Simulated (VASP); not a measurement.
# Nb3Cr (Fm-3m) in VASP: further runs

Runs on Nb3Cr. Level: PBEsol. Tasks: single point.

All numbers are computed with VASP 6.6.1; they aren't measurements. Logs are shortened: lines on timing, memory, paths and dates and some standing lists are left out, and cuts for length are marked.

**1. The cell of the first run**

Symmetry: Fm-3m, No. 225, cubic system. The conventional cell has a = 6.438 Å, b = 6.438 Å, c = 6.438 Å, α = 90.00°, β = 90.00°, γ = 90.00°. Nb (site symmetry -43m) has 10 Nb at 2.79 to 3.22 Å and 4 Cr at 2.79 Å within 3.7 Å. Within 3.7 Å of Nb (site symmetry m-3m) lie 8 Nb at 2.79 Å and 6 Cr at 3.22 Å. Within 3.7 Å of Cr (site symmetry m-3m) lie 14 Nb at 2.79 to 3.22 Å.

**2. Single point, PBEsol, collinear spin, ferromagnetic start**

INCAR reads:

```
PREC = Accurate
ENCUT = 500
EDIFF = 1E-6
ISMEAR = -1
SIGMA = 0.15
LREAL = False
LASPH = True
NELM = 200
ALGO = Normal
ISIF = 2
LWAVE = False
LCHARG = False
ISPIN = 2
MAGMOM = 0 0 0 3
LORBIT = 11
LMAXMIX = 4
GGA = PS
NBANDS = 38
GGA_COMPAT = False
```

KPOINTS reads:

```
regular mesh
0
Gamma
  7 7 7
```

POSCAR reads:

```
Nb3Cr
1.0
    0.0000000000      3.2188950000      3.2188950000
    3.2188950000      0.0000000000      3.2188950000
    3.2188950000      3.2188950000      0.0000000000
Nb Cr
3 1
Direct
    0.7500000000      0.7500000000      0.7500000000
    0.2500000000      0.2500000000      0.2500000000
    0.5000000000      0.5000000000      0.5000000000
    0.0000000000      0.0000000000      0.0000000000
```

Potentials or basis: VASP PAW PBE potentials, release 64 (Nb_sv, Cr_pv).

The run is started by

```bash
> cat potpaw_PBE.64/Nb_sv/POTCAR potpaw_PBE.64/Cr_pv/POTCAR > POTCAR
> mpirun -np 1 vasp_std > vasp.out
```

OUTCAR:

```text
PREC = Accurate
   ENCUT = 500
   EDIFF = 1E-6
   ISMEAR = -1
   LREAL = False
   LASPH = True
   NELM = 200
   ISIF = 2
   ISPIN = 2
   LORBIT = 11
   GGA = PS

 ion  position               nearest neighbor table
   1  0.750  0.750  0.750-   3 2.79   3 2.79   3 2.79   3 2.79   4 2.79   4 2.79   4 2.79   4 2.79

   2  0.250  0.250  0.250-   4 2.79   4 2.79   4 2.79   3 2.79   4 2.79   3 2.79   3 2.79   3 2.79

   3  0.500  0.500  0.500-   2 2.79   2 2.79   2 2.79   1 2.79   2 2.79   1 2.79   1 2.79   1 2.79

   4  0.000  0.000  0.000-   1 2.79   1 2.79   1 2.79   1 2.79   2 2.79   2 2.79   2 2.79   2 2.79

  LATTYP: Found a face centered cubic cell.
 ALAT       =     6.4377900000

  Lattice vectors:

 A1 = (   0.0000000000,   3.2188950000,   3.2188950000)
 A2 = (   3.2188950000,   0.0000000000,   3.2188950000)
 A3 = (   3.2188950000,   3.2188950000,   0.0000000000)

Analysis of symmetry for initial positions (statically):
=====================================================================
 Subroutine PRICEL returns:
 Original cell was already a primitive cell.

 Routine SETGRP: Setting up the symmetry group for a
 face centered cubic supercell.

 Subroutine GETGRP returns: Found 48 space group operations
 (whereof 48 operations were pure point group operations)
 out of a pool of 48 trial point group operations.

The static configuration has the point symmetry O_h .

Analysis of symmetry for dynamics (positions and initial velocities):
=====================================================================
 Subroutine PRICEL returns:
 Original cell was already a primitive cell.

 Routine SETGRP: Setting up the symmetry group for a
 face centered cubic supercell.

 Subroutine GETGRP returns: Found 48 space group operations
 (whereof 48 operations were pure point group operations)
 out of a pool of 48 trial point group operations.

The dynamic configuration has the point symmetry O_h .

Analysis of structural, dynamic, and magnetic symmetry:
=====================================================================
 Subroutine PRICEL returns:
 Original cell was already a primitive cell.

 Routine SETGRP: Setting up the symmetry group for a
 face centered cubic supercell.

 Subroutine GETGRP returns: Found 48 space group operations
 (whereof 48 operations were pure point group operations)
 out of a pool of 48 trial point group operations.

The overall configuration has the point symmetry O_h .

 Subroutine INISYM returns: Found 48 space group operations
 (whereof 48 operations are pure point group operations),
 and found     1 'primitive' translations

----------------------------------------------------------------------------------------

                                     Primitive cell

  volume of cell :      66.7038

  direct lattice vectors                    reciprocal lattice vectors
     0.000000000  3.218895000  3.218895000    -0.155332808  0.155332808  0.155332808
     3.218895000  0.000000000  3.218895000     0.155332808 -0.155332808  0.155332808
     3.218895000  3.218895000  0.000000000     0.155332808  0.155332808 -0.155332808

  length of vectors
     4.552204965  4.552204965  4.552204965     0.269044316  0.269044316  0.269044316

  position of ions in fractional coordinates (direct lattice)
     0.750000000  0.750000000  0.750000000
     0.250000000  0.250000000  0.250000000
     0.500000000  0.500000000  0.500000000
     0.000000000  0.000000000  0.000000000

  ion indices of the primitive-cell ions
   primitive index   ion index
                 1           1
                 2           2
                 3           3
                 4           4

----------------------------------------------------------------------------------------

 KPOINTS: regular mesh

Automatic generation of k-mesh.
 Grid dimensions read from file:
 generate k-points for:    7    7    7

 Generating k-lattice:

  Cartesian coordinates                     Fractional coordinates (reciprocal lattice)
    -0.022190401  0.022190401  0.022190401     0.142857143  0.000000000  0.000000000
     0.022190401 -0.022190401  0.022190401     0.000000000  0.142857143  0.000000000
     0.022190401  0.022190401 -0.022190401     0.000000000  0.000000000  0.142857143

  Length of vectors
     0.038434902  0.038434902  0.038434902

  Shift w.r.t. Gamma in fractional coordinates (k-lattice)
     0.000000000  0.000000000  0.000000000

 Subroutine IBZKPT returns following result:
 ===========================================

 Found     20 irreducible k-points:

 Following reciprocal coordinates:
            Coordinates               Weight
  0.000000  0.000000  0.000000      1.000000
  0.142857  0.000000  0.000000      8.000000
  0.285714  0.000000  0.000000      8.000000
  0.428571  0.000000  0.000000      8.000000
  0.142857  0.142857  0.000000      6.000000
  0.285714  0.142857  0.000000     24.000000
[... 12 lines left out ...]
 -0.428571  0.428571  0.142857     24.000000
 -0.285714  0.428571  0.142857     24.000000
   k-points           NKPTS =     20   k-points in BZ     NKDIM =     20   number of bands    NBANDS=     38
   number of dos      NEDOS =    301   number of ions     NIONS =      4
   total plane-waves  NPLWV =  46656
   dimension x,y,z NGX =    36 NGY =   36 NGZ =   36
   dimension x,y,z NGXF=    72 NGYF=   72 NGZF=   72
   ions per type =               3   1
   NGX,Y,Z   is equivalent  to a cutoff of  13.15, 13.15, 13.15 a.u.
   NGXF,Y,Z  is equivalent  to a cutoff of  26.29, 26.29, 26.29 a.u.
 SYSTEM =  unknown system
   PREC   = accura    normal or accurate (medium, high low for compatibility)
   ISTART =      0    job   : 0-new  1-cont  2-samecut
   ICHARG =      2    charge: 1-file 2-atom 10-const
   ISPIN  =      2    spin polarized calculation?
   LNONCOLLINEAR =      F non collinear calculations
   LSORBIT =      F    spin-orbit coupling
   LASPH  =      T    aspherical Exc in radial PAW
   ENCUT  =  500.0 eV  36.75 Ry    6.06 a.u.   8.30  8.30  8.30*2*pi/ulx,y,z
   NELM   =    200;   NELMIN=  2; NELMDL= -5     # of ELM steps
   EDIFF  = 0.1E-05   stopping-criterion for ELM
   LREAL  =      F    real-space projection
   EDIFFG = 0.1E-04   stopping-criterion for IOM
   NSW    =      0    number of steps for IOM
   IBRION =     -1    ionic relax: 0-MD 1-quasi-New 2-CG
   NFREE  =      0    steps in history (QN), initial steepest desc. (CG)
   ISIF   =      2    stress and relaxation
   ISYM   =      2    0-nonsym 1-usesym 2-fastsym
   POTIM  = 0.5000    time-step for ionic-motion
   TEBEG  =    0.0;   TEEND  =   0.0 temperature during run
   PSTRESS=    0.0 pullay stress
   NELECT =      51.0000    total number of electrons
   NUPDOWN=      -1.0000    fix difference up-down
   EMIN   =  10.00;   EMAX   =-10.00  energy-range for DOS
   EFERMI =   0.00;   METHOD = LEGACY
   ISMEAR =    -1;   SIGMA  =   0.15  broadening in eV -4-tet -1-fermi 0-gaus
   EFERMI_NEDOS =   21; number of points for ismear=-14 and -15
   IALGO  =     38    algorithm
   IMIX   =      4    mixing-type and parameters
     AMIX     =   0.40;   BMIX     =  1.00
     AMIX_MAG =   1.60;   BMIX_MAG =  1.00
  volume/ion in A,a.u.               =      16.68       112.53
  Fermi-wavevector in a.u.,A,eV,Ry     =   1.496976  2.828874 30.489788  2.240936
  Thomas-Fermi vector in A             =   2.608923
   LORBIT       =     11    0 simple, 1 ext, 2 COOP (PROOUT), +10 PAW based schemes
   GGA     = PS    functional components
   LHFCALC =     F    Hartree Fock is set to
   AEXX    =    0.0000 exact exchange contribution
   IVDW    =     0    specifies the selected vdW correction
   LEPSILON=     F    determine dielectric tensor
   LRPA    =     F    only Hartree local field effects (RPA)
 spin polarized calculation
  energy-cutoff  :      500.00
  volume of cell :       66.70
 maximum number of plane-waves:      1716
 NGX is ok and might be reduce to    36
   NGX = 17   NGY = 17   NGZ = 17

 number of electron      51.0000001 magnetization       0.0008910

 number of electron      51.0000001 magnetization      -0.0001169

 Free energy of the ion-electron system (eV)
  ---------------------------------------------------
  ext. energy  EPLUGINS =         0.00000000
  ---------------------------------------------------
  free energy    TOTEN  =       -42.84150049 eV

  energy without entropy =      -42.47706643  energy(sigma->0) =      -42.65928346

 E-fermi :  10.7214     XC(G=0): -12.7526

 val. band max:       10.7174260613   @ k =   0.2857   0.1429   0.0000
 cond. band min:      10.7326724281   @ k =   0.4286   0.2857   0.1429
 fundamental gap:      0.0152463668
 Fermi energy:        10.7214222735

 spin component 1

 k-point     1 :       0.0000    0.0000    0.0000
  band No.  band energies     occupation
      1     -43.5725      1.00000
      2     -43.3732      1.00000
      3     -43.1248      1.00000
      4     -31.7336      1.00000
      5     -31.7335      1.00000
      6     -31.7335      1.00000
[... 29 lines left out ...]
     36      15.3611      0.00000
     37      18.3889      0.00000
[... 728 lines left out ...]
      6     -31.7323      1.00000
[... 29 lines left out ...]
     36      15.1918      0.00000
     37      15.8036      0.00000
 Fermi energy:        10.7214222735

 spin component 2

 k-point     1 :       0.0000    0.0000    0.0000
  band No.  band energies     occupation
      1     -43.5725      1.00000
      2     -43.3732      1.00000
      3     -43.1249      1.00000
      4     -31.7338      1.00000
      5     -31.7338      1.00000
      6     -31.7338      1.00000
[... 29 lines left out ...]
     36      15.3611      0.00000
     37      18.3931      0.00000
[... 728 lines left out ...]
      6     -31.7326      1.00000
[... 29 lines left out ...]
     36      15.1918      0.00000
     37      15.8036      0.00000
 [bands above 37 left out]

------------------------ aborting loop because EDIFF is reached ----------------------------------------

  FORCE on cell =-STRESS in cart. coord.  units (eV):
  Direction    XX          YY          ZZ          XY          YZ          ZX
  --------------------------------------------------------------------------------------
  -------------------------------------------------------------------------------------
  Total       -3.4110159     -3.4110159     -3.4110159     -0.0000000     -0.0000000     -0.0000000
  in kB      -81.9301775    -81.9301775    -81.9301775     -0.0000000     -0.0000000     -0.0000000
  external PRESSURE =     -81.9301775 kB  Pullay stress =       0.0000000 kB

 VOLUME and BASIS-vectors are now :
 -----------------------------------------------------------------------------
  energy-cutoff  :      500.00
  volume of cell :       66.70
      direct lattice vectors                 reciprocal lattice vectors
     0.000000000  3.218895000  3.218895000    -0.155332808  0.155332808  0.155332808
     3.218895000  0.000000000  3.218895000     0.155332808 -0.155332808  0.155332808
     3.218895000  3.218895000  0.000000000     0.155332808  0.155332808 -0.155332808

 POSITION                                       TOTAL-FORCE (eV/Angst)
 -----------------------------------------------------------------------------------
      4.82834      4.82834      4.82834        -0.000000     -0.000000      0.000000
      1.60945      1.60945      1.60945         0.000000      0.000000     -0.000000
      3.21889      3.21889      3.21889        -0.000000     -0.000000     -0.000000
      0.00000      0.00000      0.00000        -0.000000     -0.000000     -0.000000
 -----------------------------------------------------------------------------------
    total drift:                                0.000000      0.000000      0.000000

  FREE ENERGIE OF THE ION-ELECTRON SYSTEM (eV)
  ---------------------------------------------------
  free  energy   TOTEN  =       -42.8415004870 eV

  energy  without entropy=      -42.4770664315  energy(sigma->0) =      -42.65928346

 total charge

# of ion       s       p       d       tot
------------------------------------------
    1        2.224   6.007   2.473  10.704
    2        2.224   6.007   2.473  10.704
    3        2.234   5.990   2.598  10.822
    4        0.369   6.282   4.116  10.767
--------------------------------------------------
tot          7.051  24.287  11.660  42.997

 magnetization (x)

# of ion       s       p       d       tot
------------------------------------------
    1       -0.000   0.000   0.000  -0.000
    2       -0.000   0.000   0.000  -0.000
    3       -0.000   0.000  -0.000  -0.000
    4       -0.000   0.000  -0.000  -0.000
--------------------------------------------------
tot         -0.000   0.000  -0.000  -0.000
```

Wall time 79 s (1 thread of Intel Xeon 6975P-C (Granite Rapids), shared host); peak memory 0.28 GiB.

Results:

```yaml
Free_energy: -42.8415 eV
Pressure: -8.2 GPa
Net_moment: 0.00 μB per cell
Valence_electrons_inside_the_program's_atomic_spheres: Nb 10.70, 10.82 (each value once); Cr 10.77
```

Caveat: the cell stands under tension; the PAW data sets were made with another functional, which shifts forces and pressure a little.

**3. Single point, PBEsol, collinear spin, ferromagnetic start**

INCAR reads:

```
SYSTEM = Nb3Cr
PREC = Accurate
ENCUT = 500
EDIFF = 1E-6
ISMEAR = -1
SIGMA = 0.15
LREAL = .False.
LASPH = .True.
NELM = 200
ALGO = Normal
ISIF = 2
LWAVE = .False.
LCHARG = .False.
ISPIN = 2
MAGMOM = 0 0 0 3
LORBIT = 11
LMAXMIX = 4
GGA = PS
NBANDS = 38
GGA_COMPAT = .False.
```

KPOINTS reads:

```
regular mesh
0
Gamma
  7 7 7
  0 0 0
```

POSCAR is that of step 2.

Potentials or basis: VASP PAW PBE potentials, release 64 (Nb_sv, Cr_pv).

The run is started by

```bash
> cat potpaw_PBE.64/Nb_sv/POTCAR potpaw_PBE.64/Cr_pv/POTCAR > POTCAR
> mpirun -np 1 vasp_std > vasp.out
```

OUTCAR:

```text
SYSTEM = Nb3Cr
   PREC = Accurate
   ENCUT = 500
   EDIFF = 1E-6
   ISMEAR = -1
   LREAL = .False.
   LASPH = .True.
   NELM = 200
   ISIF = 2
   ISPIN = 2
   LORBIT = 11
   GGA = PS

 ion  position               nearest neighbor table
   1  0.750  0.750  0.750-   3 2.79   3 2.79   3 2.79   3 2.79   4 2.79   4 2.79   4 2.79   4 2.79

   2  0.250  0.250  0.250-   4 2.79   4 2.79   4 2.79   3 2.79   4 2.79   3 2.79   3 2.79   3 2.79

   3  0.500  0.500  0.500-   2 2.79   2 2.79   2 2.79   1 2.79   2 2.79   1 2.79   1 2.79   1 2.79

   4  0.000  0.000  0.000-   1 2.79   1 2.79   1 2.79   1 2.79   2 2.79   2 2.79   2 2.79   2 2.79

[... 1827 lines left out ...]
     3.218895000  0.000000000  3.218895000     0.155332808 -0.155332808  0.155332808
     3.218895000  3.218895000  0.000000000     0.155332808  0.155332808 -0.155332808

 POSITION                                       TOTAL-FORCE (eV/Angst)
 -----------------------------------------------------------------------------------
      4.82834      4.82834      4.82834        -0.000000     -0.000000      0.000000
      1.60945      1.60945      1.60945         0.000000      0.000000     -0.000000
      3.21889      3.21889      3.21889        -0.000000     -0.000000     -0.000000
      0.00000      0.00000      0.00000        -0.000000     -0.000000     -0.000000
 -----------------------------------------------------------------------------------
    total drift:                                0.000000      0.000000      0.000000

  FREE ENERGIE OF THE ION-ELECTRON SYSTEM (eV)
  ---------------------------------------------------
  free  energy   TOTEN  =       -42.8415004870 eV

  energy  without entropy=      -42.4770664315  energy(sigma->0) =      -42.65928346

 total charge

# of ion       s       p       d       tot
------------------------------------------
    1        2.224   6.007   2.473  10.704
    2        2.224   6.007   2.473  10.704
    3        2.234   5.990   2.598  10.822
    4        0.369   6.282   4.116  10.767
--------------------------------------------------
tot          7.051  24.287  11.660  42.997

 magnetization (x)

# of ion       s       p       d       tot
------------------------------------------
    1       -0.000   0.000   0.000  -0.000
    2       -0.000   0.000   0.000  -0.000
    3       -0.000   0.000  -0.000  -0.000
    4       -0.000   0.000  -0.000  -0.000
--------------------------------------------------
tot         -0.000   0.000  -0.000  -0.000
```

stdout:

```text
POSCAR found type information on POSCAR NbCr
 POSCAR found :  2 types and       4 ions
 scaLAPACK will be used
 -----------------------------------------------------------------------------
|                                                                             |
|                                                                             |
|     You enforced a specific xc type in the INCAR file but a different       |
|     I HOPE YOU KNOW WHAT YOU ARE DOING!                                     |
|                                                                             |
 -----------------------------------------------------------------------------

 LDA part: xc-table for (Slater+PW92), standard interpolation
 POSCAR, INCAR and KPOINTS ok, starting setup
 FFT: planning ... GRIDC
 FFT: planning ... GRID_SOFT
 FFT: planning ... GRID
 WAVECAR not read
 entering main loop
```

It took 76 s on 1 thread of Intel Xeon 6975P-C (Granite Rapids), shared host; peak memory 0.27 GiB.

Results:

| Property | Result |
| --- | --- |
| Free energy | -42.8415 eV |
| Pressure | -8.2 GPa |
| Net moment | 0.00 μB per cell |
| Valence electrons inside the program's atomic spheres | Nb 10.70, 10.82 (each value once); Cr 10.77 |

Levels at points of the mesh, in eV from the Fermi level:
Spin up:
| k point | band 24 | band 25 | band 26 | band 27 | band 28 | band 29 |
| --- | --- | --- | --- | --- | --- | --- |
| (0.00, 0.00, 0.00) | -0.98 | 0.10 | 0.10 | 0.10 | 1.60 | 1.60 |
Spin down:
| k point | band 23 | band 24 | band 25 | band 26 | band 27 | band 28 | band 29 | band 30 |
| --- | --- | --- | --- | --- | --- | --- | --- | --- |
| (0.00, 0.00, 0.00) | -0.98 | -0.98 | 0.10 | 0.10 | 0.10 | 1.60 | 1.60 | 3.86 |

Caveat: the cell stands under tension; the PAW data sets were made with another functional, which shifts forces and pressure a little.
